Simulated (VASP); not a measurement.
# BP (Cmcm) in VASP: single point with r2SCAN+rVV10

Aim: the single point of BP with r2SCAN+rVV10.

Program: VASP 6.6.1. These are calculated values, not measurements. Logs are shortened: lines on timing, memory, paths and dates and some standing lists are left out, and cuts for length are marked.

## 1. The cell of the first run

Symmetry: Cmcm, No. 63, orthorhombic system. Conventional cell: a = 2.940 Å, b = 10.835 Å, c = 2.932 Å, α = 90.00°, β = 90.00°, γ = 90.00°. B (site symmetry m2m) has 5 P at 2.04 to 2.13 Å and 4 B at 2.60 Å within 2.7 Å. Within 2.7 Å of P (site symmetry m2m) lie 5 B at 2.04 to 2.13 Å.

## 2. Single point, r2SCAN+rVV10

The input, POSCAR:

```
BP
1.0
    1.4701587601     -5.4174963205      0.0000000000
    1.4701587601      5.4174963205      0.0000000000
    0.0000000000      0.0000000000      2.9322911961
B P
2 2
Direct
    0.3221152472      0.6778847528      0.7500000000
    0.6778847528      0.3221152472      0.2500000000
    0.8660956945      0.1339043055      0.2500000000
    0.1339043055      0.8660956945      0.7500000000
```

The input, INCAR.step1:

```
PREC = Accurate ; ENCUT = 520
ISMEAR = -1 ; SIGMA = 0.03
LREAL = F ; LASPH = T
NELM = 100 ; NBANDS = 16
GGA = PE ; ALGO = Normal
EDIFF = 1E-4 ; LWAVE = T
LCHARG = F
```

The input, INCAR.step2:

```
PREC = Accurate ; ENCUT = 520
EDIFF = 1E-7 ; ISMEAR = -1
SIGMA = 0.03 ; LREAL = F
LASPH = T ; NELM = 100
ALGO = Normal ; ISIF = 2
LWAVE = F ; LCHARG = T
METAGGA = R2SCAN ; LMIXTAU = T
LUSE_VDW = T ; IVDW_NL = 2
BPARAM = 11.95 ; CPARAM = 0.0093
LELF = T ; LVHAR = T
NBANDS = 16 ; ISTART = 1
```

The input, KPOINTS:

```
regular mesh
0
Gamma
  10 10 10
```

Potentials or basis: VASP PAW PBE potentials, release 64 (B, P).

Command:

```bash
cat potpaw_PBE.64/B/POTCAR potpaw_PBE.64/P/POTCAR > POTCAR
cp INCAR.step1 INCAR
mpirun -np 1 vasp_std > vasp.out
cp INCAR.step2 INCAR
mpirun -np 1 vasp_std > vasp.out
```

OUTCAR:

```text
PREC = Accurate
   ENCUT = 520
   EDIFF = 1E-7
   ISMEAR = -1
   LREAL = F
   LASPH = T
   NELM = 100
   ISIF = 2
   METAGGA = R2SCAN
   IVDW_NL = 2
   BPARAM = 11.95
   ISTART = 1

 ion  position               nearest neighbor table
   1  0.322  0.678  0.750-   4 2.04   3 2.13   3 2.13   3 2.13   3 2.13
   2  0.678  0.322  0.250-   3 2.04   4 2.13   4 2.13   4 2.13   4 2.13
   3  0.866  0.134  0.250-   2 2.04   1 2.13   1 2.13   1 2.13   1 2.13
   4  0.134  0.866  0.750-   1 2.04   2 2.13   2 2.13   2 2.13   2 2.13

  LATTYP: Found a base centered orthorhombic cell.
 ALAT       =     2.9403175202
 B/A-ratio  =     3.6849736692
 C/A-ratio  =     0.9972702526

  Lattice vectors:

 A1 = (   1.4701587601,  -5.4174963205,   0.0000000000)
 A2 = (   1.4701587601,   5.4174963205,   0.0000000000)
 A3 = (   0.0000000000,   0.0000000000,   2.9322911961)

Analysis of symmetry for initial positions (statically):
=====================================================================
 Subroutine PRICEL returns:
 Original cell was already a primitive cell.

 Routine SETGRP: Setting up the symmetry group for a
 base centered orthorhombic supercell.

 Subroutine GETGRP returns: Found  8 space group operations
 (whereof  4 operations were pure point group operations)
 out of a pool of  8 trial point group operations.

The static configuration has the point symmetry C_2h.
 The point group associated with its full space group is D_2h.

Analysis of symmetry for dynamics (positions and initial velocities):
=====================================================================
 Subroutine PRICEL returns:
 Original cell was already a primitive cell.

 Routine SETGRP: Setting up the symmetry group for a
 base centered orthorhombic supercell.

 Subroutine GETGRP returns: Found  8 space group operations
 (whereof  4 operations were pure point group operations)
 out of a pool of  8 trial point group operations.

The dynamic configuration has the point symmetry C_2h.
 The point group associated with its full space group is D_2h.

 Subroutine INISYM returns: Found  8 space group operations
 (whereof  4 operations are pure point group operations),
 and found     1 'primitive' translations

----------------------------------------------------------------------------------------

                                     Primitive cell

  volume of cell :      46.7089

  direct lattice vectors                    reciprocal lattice vectors
     1.470158760 -5.417496320  0.000000000     0.340099324 -0.092293556  0.000000000
     1.470158760  5.417496320  0.000000000     0.340099324  0.092293556  0.000000000
     0.000000000  0.000000000  2.932291196     0.000000000  0.000000000  0.341030250

  length of vectors
     5.613433278  5.613433278  2.932291196     0.352399845  0.352399845  0.341030250

  position of ions in fractional coordinates (direct lattice)
     0.322115247  0.677884753  0.750000000
     0.677884753  0.322115247  0.250000000
     0.866095694  0.133904306  0.250000000
     0.133904306  0.866095694  0.750000000

  ion indices of the primitive-cell ions
   primitive index   ion index
                 1           1
                 2           2
                 3           3
                 4           4

----------------------------------------------------------------------------------------

 KPOINTS: regular mesh

Automatic generation of k-mesh.
 Grid dimensions read from file:
 generate k-points for:   10   10   10

 Generating k-lattice:

  Cartesian coordinates                     Fractional coordinates (reciprocal lattice)
     0.034009932 -0.009229356  0.000000000     0.100000000 -0.000000000  0.000000000
     0.034009932  0.009229356  0.000000000    -0.000000000  0.100000000  0.000000000
     0.000000000  0.000000000  0.034103025     0.000000000  0.000000000  0.100000000

  Length of vectors
     0.035239984  0.035239984  0.034103025

  Shift w.r.t. Gamma in fractional coordinates (k-lattice)
     0.000000000  0.000000000  0.000000000

 Subroutine IBZKPT returns following result:
 ===========================================

 Found    186 irreducible k-points:

 Following reciprocal coordinates:
            Coordinates               Weight
  0.000000  0.000000  0.000000      1.000000
  0.100000  0.000000  0.000000      4.000000
  0.200000  0.000000  0.000000      4.000000
  0.300000  0.000000  0.000000      4.000000
  0.400000  0.000000  0.000000      4.000000
  0.500000  0.000000  0.000000      2.000000
[... 16 lines left out ...]
  0.300000  0.300000  0.000000      2.000000
  0.400000  0.300000  0.000000      4.000000
 [... further k-points ...]
   k-points           NKPTS =    186   k-points in BZ     NKDIM =    186   number of bands    NBANDS=     16
   number of dos      NEDOS =    301   number of ions     NIONS =      4
   total plane-waves  NPLWV =  42336
   dimension x,y,z NGX =    42 NGY =   42 NGZ =   24
   dimension x,y,z NGXF=    84 NGYF=   84 NGZF=   48
   ions per type =               2   2
   NGX,Y,Z   is equivalent  to a cutoff of  12.44, 12.44, 13.61 a.u.
   NGXF,Y,Z  is equivalent  to a cutoff of  24.88, 24.88, 27.21 a.u.
 SYSTEM =  unknown system
   PREC   = accura    normal or accurate (medium, high low for compatibility)
   ISTART =      1    job   : 0-new  1-cont  2-samecut
   ICHARG =      0    charge: 1-file 2-atom 10-const
   ISPIN  =      1    spin polarized calculation?
   LNONCOLLINEAR =      F non collinear calculations
   LSORBIT =      F    spin-orbit coupling
   LASPH  =      T    aspherical Exc in radial PAW
   ENCUT  =  520.0 eV  38.22 Ry    6.18 a.u.  10.44 10.44  5.45*2*pi/ulx,y,z
   NELM   =    100;   NELMIN=  2; NELMDL=  0     # of ELM steps
   EDIFF  = 0.1E-06   stopping-criterion for ELM
   LREAL  =      F    real-space projection
   EDIFFG = 0.1E-05   stopping-criterion for IOM
   NSW    =      0    number of steps for IOM
   IBRION =     -1    ionic relax: 0-MD 1-quasi-New 2-CG
   NFREE  =      0    steps in history (QN), initial steepest desc. (CG)
   ISIF   =      2    stress and relaxation
   ISYM   =      2    0-nonsym 1-usesym 2-fastsym
   POTIM  = 0.5000    time-step for ionic-motion
   TEBEG  =    0.0;   TEEND  =   0.0 temperature during run
   PSTRESS=    0.0 pullay stress
   NELECT =      16.0000    total number of electrons
   NUPDOWN=      -1.0000    fix difference up-down
   EMIN   =  10.00;   EMAX   =-10.00  energy-range for DOS
   EFERMI =   0.00;   METHOD = LEGACY
   ISMEAR =    -1;   SIGMA  =   0.03  broadening in eV -4-tet -1-fermi 0-gaus
   EFERMI_NEDOS =   21; number of points for ismear=-14 and -15
   IALGO  =     38    algorithm
   IMIX   =      4    mixing-type and parameters
     AMIX     =   0.40;   BMIX     =  1.00
     AMIX_MAG =   1.60;   BMIX_MAG =  1.00
  volume/ion in A,a.u.               =      11.68        78.80
  Fermi-wavevector in a.u.,A,eV,Ry     =   1.145464  2.164613 17.852043  1.312088
  Thomas-Fermi vector in A             =   2.282152
   LORBIT       =      0    0 simple, 1 ext, 2 COOP (PROOUT), +10 PAW based schemes
   METAGGA = R2SCAN    functional components
   LHFCALC =     F    Hartree Fock is set to
   AEXX    =    0.0000 exact exchange contribution
   IVDW_NL    =     2    kernel type
   BPARAM     =11.9500
   IVDW    =     0    specifies the selected vdW correction
   LEPSILON=     F    determine dielectric tensor
   LRPA    =     F    only Hartree local field effects (RPA)
 non-spin polarized calculation
  energy-cutoff  :      520.00
  volume of cell :       46.71
 maximum number of plane-waves:      1290
 NGX is ok and might be reduce to    42
   NGX = 21   NGY = 21   NGZ = 11

 number of electron      16.0000000 magnetization

 Free energy of the ion-electron system (eV)
  ---------------------------------------------------
  ext. energy  EPLUGINS =         0.00000000
  ---------------------------------------------------
  free energy    TOTEN  =       -29.32565527 eV

  energy without entropy =      -29.32311918  energy(sigma->0) =      -29.32438722

 E-fermi :   7.2939     XC(G=0): -11.7115

 val. band max:        7.2866447372   @ k =   0.5000   0.4000   0.0000
 cond. band min:       7.3186601527   @ k =   0.5000   0.2000   0.1000
 fundamental gap:      0.0320154155
 Fermi energy:         7.2939487840

 k-point     1 :       0.0000    0.0000    0.0000
  band No.  band energies     occupation
      1      -9.7366      2.00000
      2      -5.8385      2.00000
      3      -0.8421      2.00000
      4       4.2556      2.00000
      5       4.3096      2.00000
      6       6.5556      2.00000
[... 8 lines left out ...]
     15      15.9955      0.00000
     16      17.8686      0.00000

 k-point     2 :       0.1000    0.0000    0.0000
  band No.  band energies     occupation
      1      -9.5738      2.00000
      2      -5.7158      2.00000
      3      -0.6407      2.00000
      4       2.8972      2.00000
      5       4.4232      2.00000
      6       5.8236      2.00000
[... 8 lines left out ...]
     15      15.9591      0.00000
     16      17.0150      0.00000

 k-point     3 :       0.2000    0.0000    0.0000
  band No.  band energies     occupation
      1      -9.0880      2.00000
      2      -5.3593      2.00000
      3      -0.0545      2.00000
      4       0.7101      2.00000
      5       3.7056      2.00000
      6       4.9253      2.00000
[... 8 lines left out ...]
     15      15.7450      0.00000
     16      16.8035      0.00000

 k-point     4 :       0.3000    0.0000    0.0000
  band No.  band energies     occupation
      1      -8.2890      2.00000
      2      -4.8526      2.00000
      3      -1.3118      2.00000
      4       0.8094      2.00000
      5       1.7352      2.00000
      6       5.7590      2.00000
[... 8 lines left out ...]
     15      16.1983      0.00000
     16      17.0385      0.00000
[... 324 lines left out ...]
 k-point    22 :      -0.2000    0.2000    0.0000
  band No.  band energies     occupation
      1      -9.6639      2.00000
      2      -6.1547      2.00000
      3      -0.1635      2.00000
      4       4.2643      2.00000
      5       4.2982      2.00000
      6       6.4092      2.00000
[... 8 lines left out ...]
     15      16.5993      0.00000
     16      16.9220      0.00000

 k-point    23 :       0.3000    0.3000    0.0000
  band No.  band energies     occupation
      1      -7.0366      2.00000
      2      -5.1050      2.00000
      3      -2.6941      2.00000
      4       0.2270      2.00000
      5       3.9510      2.00000
      6       4.1675      2.00000
[... 8 lines left out ...]
     15      16.8446      0.00000
     16      16.9610      0.00000

 k-point    24 :       0.4000    0.3000    0.0000
  band No.  band energies     occupation
      1      -8.1059      2.00000
      2      -5.4388      2.00000
      3      -1.4781      2.00000
      4       2.1018      2.00000
      5       2.8274      2.00000
      6       5.1281      2.00000
[... 8 lines left out ...]
     15      17.0083      0.00000
     16      17.9282      0.00000

 [... further k-points ...]
[... 5 lines left out ...]
  --------------------------------------------------------------------------------------
  -------------------------------------------------------------------------------------
  Total        0.3589874     -0.8049310      0.4752221      0.0000000      0.0000000      0.0000000
  in kB       12.3137368    -27.6101811     16.3007377      0.0000000      0.0000000      0.0000000
  external PRESSURE =       0.3347644 kB  Pullay stress =       0.0000000 kB

 VOLUME and BASIS-vectors are now :
 -----------------------------------------------------------------------------
  energy-cutoff  :      520.00
  volume of cell :       46.71
      direct lattice vectors                 reciprocal lattice vectors
     1.470158760 -5.417496320  0.000000000     0.340099324 -0.092293556  0.000000000
     1.470158760  5.417496320  0.000000000     0.340099324  0.092293556  0.000000000
     0.000000000  0.000000000  2.932291196     0.000000000  0.000000000  0.341030250

 POSITION                                       TOTAL-FORCE (eV/Angst)
 -----------------------------------------------------------------------------------
      1.47016      1.92738      2.19922         0.000000      0.171439     -0.000000
      1.47016     -1.92738      0.73307         0.000000     -0.171439      0.000000
      1.47016     -3.96664      0.73307         0.000000      0.119882      0.000000
      1.47016      3.96664      2.19922         0.000000     -0.119882     -0.000000
 -----------------------------------------------------------------------------------
    total drift:                               -0.000000     -0.000000     -0.000000

  FREE ENERGIE OF THE ION-ELECTRON SYSTEM (eV)
  ---------------------------------------------------
  free  energy   TOTEN  =       -29.3256552717 eV

  energy  without entropy=      -29.3231191773  energy(sigma->0) =      -29.32438722
```

Run time: 9.4 min. Hardware: 1 thread of Intel Xeon Platinum 8375C at 2.90GHz (Ice Lake), shared host; peak memory 0.44 GiB.

Results:

```yaml
Free_energy: -29.3257 eV
Pressure: 0.0 GPa
Largest_force: 0.171 eV/Å
Band_gap_on_the_k_mesh: zero (bands 8 and 9 overlap by 4.88 eV)
```

Forces in eV/Å, atoms in the order of the input:
```
B    0.000  0.171  0.000
B    0.000 -0.171  0.000
P    0.000  0.120  0.000
P    0.000 -0.120  0.000
```

Caveat: the PAW data sets were made with another functional, which shifts forces and pressure a little.
